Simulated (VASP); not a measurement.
# AlSn (P-6m2) in VASP: further runs, part 2 of 2

VASP 6.6.1.

## Step 4: Single point, PBE

This run uses another cell than the first one, of 27.25 Å³/atom.

INCAR reads:

```
ALGO = Normal
EDIFF = 1E-7
ENCUT = 520
GGA = PE
ISIF = 2
ISMEAR = 1
LASPH = True
LCHARG = True
LELF = True
LREAL = False
LVHAR = True
LWAVE = False
NBANDS = 16
NELM = 80
PREC = Accurate
SIGMA = 0.1
```

KPOINTS reads:

```
k-points
0
Gamma
  8 8 9
```

POSCAR reads:

```
AlSn
1.0
    4.3071961690      0.0000000000      0.0000000000
   -2.1535980845      3.7301408461      0.0000000000
    0.0000000000      0.0000000000      3.3927772976
Al Sn
1 1
Direct
    0.0000000000      0.0000000000      0.0000000000
    0.3333333333      0.6666666667      0.5000000000
```

Potentials or basis: VASP PAW PBE potentials, release 64 (Al, Sn_d).

Command:

```bash
$ cat potpaw_PBE.64/Al/POTCAR potpaw_PBE.64/Sn_d/POTCAR > POTCAR
$ mpirun -np 1 vasp_std > vasp.out
```

OUTCAR:

```text
EDIFF = 1E-7
   ENCUT = 520
   GGA = PE
   ISIF = 2
   ISMEAR = 1
   LASPH = True
   LREAL = False
   NELM = 80
   PREC = Accurate

 ion  position               nearest neighbor table
   1  0.000  0.000  0.000-   2 3.01   2 3.01   2 3.01   2 3.01   2 3.01   2 3.01
   2  0.333  0.667  0.500-   1 3.01   1 3.01   1 3.01   1 3.01   1 3.01   1 3.01

  LATTYP: Found a hexagonal cell.
 ALAT       =     4.3071961690
 C/A-ratio  =     0.7876997389

  Lattice vectors:

 A1 = (   4.3071961690,   0.0000000000,   0.0000000000)
 A2 = (  -2.1535980845,   3.7301408461,   0.0000000000)
 A3 = (   0.0000000000,   0.0000000000,   3.3927772976)

Analysis of symmetry for initial positions (statically):
=====================================================================
 Subroutine PRICEL returns:
 Original cell was already a primitive cell.

 Routine SETGRP: Setting up the symmetry group for a
 hexagonal supercell.

 Subroutine GETGRP returns: Found 12 space group operations
 (whereof 12 operations were pure point group operations)
 out of a pool of 24 trial point group operations.

The static configuration has the point symmetry D_3h.

Analysis of symmetry for dynamics (positions and initial velocities):
=====================================================================
 Subroutine PRICEL returns:
 Original cell was already a primitive cell.

 Routine SETGRP: Setting up the symmetry group for a
 hexagonal supercell.

 Subroutine GETGRP returns: Found 12 space group operations
 (whereof 12 operations were pure point group operations)
 out of a pool of 24 trial point group operations.

The dynamic configuration has the point symmetry D_3h.

 Subroutine INISYM returns: Found 12 space group operations
 (whereof 12 operations are pure point group operations),
 and found     1 'primitive' translations

----------------------------------------------------------------------------------------

                                     Primitive cell

  volume of cell :      54.5099

  direct lattice vectors                    reciprocal lattice vectors
     4.307196169  0.000000000  0.000000000     0.232169597  0.134043196  0.000000000
    -2.153598085  3.730140846  0.000000000     0.000000000  0.268086392  0.000000000
     0.000000000  0.000000000  3.392777298     0.000000000  0.000000000  0.294743778

  length of vectors
     4.307196169  4.307195775  3.392777298     0.268086367  0.268086392  0.294743778

  position of ions in fractional coordinates (direct lattice)
     0.000000000  0.000000000  0.000000000
     0.333333333  0.666666667  0.500000000

  ion indices of the primitive-cell ions
   primitive index   ion index
                 1           1
                 2           2

----------------------------------------------------------------------------------------

 KPOINTS: k-points

Automatic generation of k-mesh.
 Grid dimensions read from file:
 generate k-points for:    8    8    9

 Generating k-lattice:

  Cartesian coordinates                     Fractional coordinates (reciprocal lattice)
     0.029021200  0.016755399  0.000000000     0.125000000  0.000000000  0.000000000
     0.000000000  0.033510799  0.000000000     0.000000000  0.125000000  0.000000000
     0.000000000  0.000000000  0.032749309     0.000000000  0.000000000  0.111111111

  Length of vectors
     0.033510796  0.033510799  0.032749309

  Shift w.r.t. Gamma in fractional coordinates (k-lattice)
     0.000000000  0.000000000  0.000000000

 Subroutine IBZKPT returns following result:
 ===========================================

 Found     50 irreducible k-points:

 Following reciprocal coordinates:
            Coordinates               Weight
  0.000000  0.000000  0.000000      1.000000
  0.125000  0.000000  0.000000      6.000000
  0.250000  0.000000  0.000000      6.000000
  0.375000 -0.000000  0.000000      6.000000
  0.500000  0.000000  0.000000      3.000000
  0.125000  0.125000  0.000000      6.000000
[... 16 lines left out ...]
  0.250000  0.000000  0.222222     12.000000
  0.375000 -0.000000  0.222222     12.000000
 [... further k-points ...]
   k-points           NKPTS =     50   k-points in BZ     NKDIM =     50   number of bands    NBANDS=     16
   number of dos      NEDOS =    301   number of ions     NIONS =      2
   total plane-waves  NPLWV =  28672
   dimension x,y,z NGX =    32 NGY =   32 NGZ =   28
   dimension x,y,z NGXF=    64 NGYF=   64 NGZF=   56
   ions per type =               1   1
   NGX,Y,Z   is equivalent  to a cutoff of  12.35, 12.35, 13.72 a.u.
   NGXF,Y,Z  is equivalent  to a cutoff of  24.70, 24.70, 27.44 a.u.
 SYSTEM =  unknown system
   PREC   = accura    normal or accurate (medium, high low for compatibility)
   ISTART =      0    job   : 0-new  1-cont  2-samecut
   ICHARG =      2    charge: 1-file 2-atom 10-const
   ISPIN  =      1    spin polarized calculation?
   LNONCOLLINEAR =      F non collinear calculations
   LSORBIT =      F    spin-orbit coupling
   LASPH  =      T    aspherical Exc in radial PAW
   ENCUT  =  520.0 eV  38.22 Ry    6.18 a.u.   8.01  8.01  6.31*2*pi/ulx,y,z
   NELM   =     80;   NELMIN=  2; NELMDL= -5     # of ELM steps
   EDIFF  = 0.1E-06   stopping-criterion for ELM
   LREAL  =      F    real-space projection
   EDIFFG = 0.1E-05   stopping-criterion for IOM
   NSW    =      0    number of steps for IOM
   IBRION =     -1    ionic relax: 0-MD 1-quasi-New 2-CG
   NFREE  =      0    steps in history (QN), initial steepest desc. (CG)
   ISIF   =      2    stress and relaxation
   ISYM   =      2    0-nonsym 1-usesym 2-fastsym
   POTIM  = 0.5000    time-step for ionic-motion
   TEBEG  =    0.0;   TEEND  =   0.0 temperature during run
   PSTRESS=    0.0 pullay stress
   NELECT =      17.0000    total number of electrons
   NUPDOWN=      -1.0000    fix difference up-down
   EMIN   =  10.00;   EMAX   =-10.00  energy-range for DOS
   EFERMI =   0.00;   METHOD = LEGACY
   ISMEAR =     1;   SIGMA  =   0.10  broadening in eV -4-tet -1-fermi 0-gaus
   EFERMI_NEDOS =   21; number of points for ismear=-14 and -15
   IALGO  =     38    algorithm
   IMIX   =      4    mixing-type and parameters
     AMIX     =   0.40;   BMIX     =  1.00
     AMIX_MAG =   1.60;   BMIX_MAG =  1.00
  volume/ion in A,a.u.               =      27.25       183.93
  Fermi-wavevector in a.u.,A,eV,Ry     =   1.110195  2.097965 16.769638  1.232534
  Thomas-Fermi vector in A             =   2.246744
   LORBIT       =      0    0 simple, 1 ext, 2 COOP (PROOUT), +10 PAW based schemes
   GGA     = PE    functional components
   LHFCALC =     F    Hartree Fock is set to
   AEXX    =    0.0000 exact exchange contribution
   IVDW    =     0    specifies the selected vdW correction
   LEPSILON=     F    determine dielectric tensor
   LRPA    =     F    only Hartree local field effects (RPA)
 non-spin polarized calculation
 Methfessel and Paxton  Order N= 1 SIGMA  =   0.10
  energy-cutoff  :      520.00
  volume of cell :       54.51
 maximum number of plane-waves:      1482
   NGX = 17   NGY = 17   NGZ = 13

 number of electron      17.0000005 magnetization

 Free energy of the ion-electron system (eV)
  ---------------------------------------------------
  ext. energy  EPLUGINS =         0.00000000
  ---------------------------------------------------
  free energy    TOTEN  =        -7.13112113 eV

  energy without entropy =       -7.12988007  energy(sigma->0) =       -7.13070744

 E-fermi :   5.7031     XC(G=0):  -9.2516

 val. band max:        5.6910570834   @ k =   0.2500   0.2500   0.2222
 cond. band min:       5.7160743577   @ k =   0.3750   0.1250   0.2222
 fundamental gap:      0.0250172744
 Fermi energy:         5.7031156844

 k-point     1 :       0.0000    0.0000    0.0000
  band No.  band energies     occupation
      1     -15.6745      2.00000
      2     -15.5852      2.00000
      3     -15.5852      2.00000
      4     -15.5767      2.00000
      5     -15.5767      2.00000
      6      -4.3059      2.00000
[... 8 lines left out ...]
     15      16.3183      0.00000
     16      18.0669      0.00000

 k-point     2 :       0.1250    0.0000    0.0000
  band No.  band energies     occupation
      1     -15.6736      2.00000
      2     -15.5854      2.00000
      3     -15.5831      2.00000
      4     -15.5773      2.00000
      5     -15.5768      2.00000
      6      -4.1558      2.00000
[... 8 lines left out ...]
     15      15.3231      0.00000
     16      17.6685      0.00000
[... 387 lines left out ...]
      5     -15.5758      2.00000
      6      -3.0710      2.00000
[... 8 lines left out ...]
     15      14.5670      0.00000
     16      15.7749      0.00000

 k-point    24 :       0.3750   -0.0000    0.2222
  band No.  band energies     occupation
      1     -15.6123      2.00000
      2     -15.6026      2.00000
      3     -15.5983      2.00000
      4     -15.5829      2.00000
      5     -15.5709      2.00000
      6      -2.4344      2.00000
[... 8 lines left out ...]
     15      14.5586      0.00000
     16      16.9401      0.00000

 [... further k-points ...]
[... 5 lines left out ...]
  --------------------------------------------------------------------------------------
  -------------------------------------------------------------------------------------
  Total       -0.8505234     -0.8505232     -1.3858400      0.0000000     -0.0000000      0.0000000
  in kB      -24.9989418    -24.9989357    -40.7331921      0.0000000     -0.0000000      0.0000000
  external PRESSURE =     -30.2436899 kB  Pullay stress =       0.0000000 kB

 VOLUME and BASIS-vectors are now :
 -----------------------------------------------------------------------------
  energy-cutoff  :      520.00
  volume of cell :       54.51
      direct lattice vectors                 reciprocal lattice vectors
     4.307196169  0.000000000  0.000000000     0.232169597  0.134043196  0.000000000
    -2.153598085  3.730140846  0.000000000     0.000000000  0.268086392  0.000000000
     0.000000000  0.000000000  3.392777298     0.000000000  0.000000000  0.294743778

 POSITION                                       TOTAL-FORCE (eV/Angst)
 -----------------------------------------------------------------------------------
      0.00000      0.00000      0.00000        -0.000000      0.000000      0.000000
     -0.00000      2.48676      1.69639         0.000000     -0.000000      0.000000
 -----------------------------------------------------------------------------------
    total drift:                               -0.000000      0.000004     -0.000000

  FREE ENERGIE OF THE ION-ELECTRON SYSTEM (eV)
  ---------------------------------------------------
  free  energy   TOTEN  =        -7.1311211300 eV

  energy  without entropy=       -7.1298800729  energy(sigma->0) =       -7.13070744
```

Run time: 46 s. Hardware: 1 thread of Intel Xeon 8259CL, shared host; peak memory 0.2 GiB.

Results:

| Quantity | Value |
| --- | --- |
| Free energy | -7.1311 eV |
| Pressure | -3.0 GPa |
| Band gap on the k mesh | zero (an odd number of electrons rules out a gap without spin polarisation) |

Stress tensor (GPa, compression positive):
```
-2.50  0.00  0.00
 0.00 -2.50  0.00
 0.00  0.00 -4.07
```

Caveat: the cell stands under tension; spin-orbit coupling is left out, which moves the levels of the heavy elements.

## Step 5: Overview

```tsv
cell	gap on the mesh (eV)	pressure (GPa)
a = 4.235, b = 4.235, c = 3.336 Å, angles 90.0, 90.0, 120.0°, 2 atoms	none	-1.3
a = 4.271, b = 4.271, c = 3.365 Å, angles 90.0, 90.0, 120.0°, 2 atoms	none	-2.3
a = 4.307, b = 4.307, c = 3.393 Å, angles 90.0, 90.0, 120.0°, 2 atoms	none	-3.0
```

Alike in all rows: task single point; level PBE; potentials or basis VASP PAW PBE potentials, release 64 (Al, Sn_d); no spin polarisation; k mesh 8 × 8 × 9; cutoff (eV) 520; smearing methfessel-paxton 0.1 eV.

Caveats: spin-orbit coupling is left out, which moves the levels of the heavy elements; the cell stands under tension (at least some runs).

Total energies depend on the potentials used, so only differences within one code and one set of settings carry meaning.
